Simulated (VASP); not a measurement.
A run of VASP 6.6.1:

The input INCAR:

```
SYSTEM = B3As2N
PREC     = Accurate       ! precision mode
ENCUT    = 520            ! plane-wave cutoff, eV
EDIFF    = 1E-6           ! SCF threshold, eV
ISMEAR   = -1             ! smearing method
SIGMA    = 0.02           ! smearing width, eV
LREAL    = .False.        ! projectors in reciprocal space
LASPH    = .True.         ! aspherical terms in the spheres
NELM     = 60             ! most SCF steps
ALGO     = Normal         ! electronic algorithm
ISIF     = 2              ! what is computed and relaxed
LWAVE    = .False.        ! write WAVECAR
LCHARG   = .True.         ! write CHGCAR
GGA      = PE             ! functional
LELF     = .True.         ! ELF
LVHAR    = .True.       
NBANDS   = 21             ! bands
```

File KPOINTS:

```
Automatic mesh
0
Gamma
  10 10 10
  0 0 0
```

POSCAR

```
B3As2N
1.0
   -1.5749396483      4.7061984918      2.2151329356
    1.5749396483     -4.7061984918      2.2151329356
    1.5749396483      4.7061984918     -2.2151329356
N B As
1 3 2
Direct
   -0.0126493459     -0.0126493459      0.0000000000
    0.1867227090      0.6867227090      0.5000000000
    0.6495073995      0.7874180235      0.8620893760
    0.9253286475      0.7874180235      0.1379106240
    0.3371997508      0.0005452950      0.3366544558
    0.6638908392      0.0005452950      0.6633455442
```

Potentials or basis: VASP PAW PBE potentials, release 64 (N, B, As).

Command:

```bash
$ cat potpaw_PBE.64/N/POTCAR potpaw_PBE.64/B/POTCAR potpaw_PBE.64/As/POTCAR > POTCAR
$ mpirun -np 1 vasp_std > vasp.out
```

Hardware: 1 thread of AMD EPYC 7R43 64-Core Processor (Zen 3) (shared host).

Q: How long does it take, and how much memory?

A: Run time: 8.6 min on 1 thread of AMD EPYC 7R43 64-Core Processor (Zen 3), with other jobs on the host, peak memory 0.36 GiB. Counts: scf iterations 14, k points 171.
